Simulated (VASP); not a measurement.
ZnCu:

```
Zn Cu
1.0
     2.94500    0.00000    0.00000
     0.00000    2.94500    0.00000
     0.00000    0.00000    2.94500
Zn Cu
1 1
Direct
  0.50000 0.50000 0.50000
  0.00000 0.00000 0.00000
```

```yaml
Program: VASP 6.6.1
Task: relaxation of cell and atoms
Functional: PBE
Potentials_or_basis: VASP PAW PBE potentials, release 64 (Zn, Cu)
Cutoff: 600 eV
k_mesh: 9 × 9 × 9
Occupations: fermi-dirac, width 0.05 eV
Spin: no spin polarisation
```

At the start: pressure 3.2 GPa; volume 12.77 Å³/atom.

Question: How do energy, volume and symmetry change on relaxing?

Answer: Over 3 steps the energy falls by 3.2 meV/atom and the volume is 13.10 Å³/atom (+2.6 %); space group Pm-3m (No. 221, to 0.1 Å) before and after.

The path:
```csv
step,energy change (eV),largest force (eV/Å),pressure (GPa),volume (Å³)
1,0.0000,0.0000,3.16,25.54
2,-0.0053,0.0000,-1.13,26.49
3,-0.0063,0.0000,0.04,26.21
```

Final structure:
```
Zn Cu
1.0
     2.97032    0.00000    0.00000
     0.00000    2.97032    0.00000
     0.00000    0.00000    2.97032
Zn Cu
1 1
Direct
  0.50000 0.50000 0.50000
  0.00000 0.00000 0.00000
```
